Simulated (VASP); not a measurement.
Here is a VASP 6.6.1 calculation.

File INCAR:

```
SYSTEM = CuAu3
ALGO = Fast
EDIFF = 1E-7
ENCUT = 520
GGA = PS
ISIF = 2
ISMEAR = -1
LASPH = .TRUE.
LCHARG = .FALSE.
LREAL = .FALSE.
LWAVE = .FALSE.
NBANDS = 30
NELM = 100
PREC = Accurate
SIGMA = 0.05
```

File KPOINTS:

```
k-points
0
G
  9 9 9
  0 0 0
```

POSCAR

```
CuAu3
1.0
   -1.9499913111      1.9499913111      3.9987677589
    1.9499913111     -1.9499913111      3.9987677589
    1.9499913111      1.9499913111     -3.9987677589
Au Cu
3 1
Direct
    0.5000000000      0.5000000000      0.0000000000
    0.2500000000      0.7500000000      0.5000000000
    0.7500000000      0.2500000000      0.5000000000
    0.0000000000      0.0000000000      0.0000000000
```

Potentials or basis: VASP PAW PBE potentials, release 64 (Au, Cu).

The run is started by

```console
$ cat potpaw_PBE.64/Au/POTCAR potpaw_PBE.64/Cu/POTCAR > POTCAR
$ mpirun -np 1 vasp_std > vasp.out
```

Predict the band gap on the k mesh.

zero (band 22 reaches 12.45 eV, above the bottom of band 23 at 8.33 eV).

Predict the pressure.

6.2 GPa.

Stress tensor (GPa, compression positive):
```
6.35 0.00 0.00
0.00 6.35 0.00
0.00 0.00 5.94
```

Caveat: the PAW data sets were made with another functional, which shifts forces and pressure a little; spin-orbit coupling is left out, which moves the levels of the heavy elements.
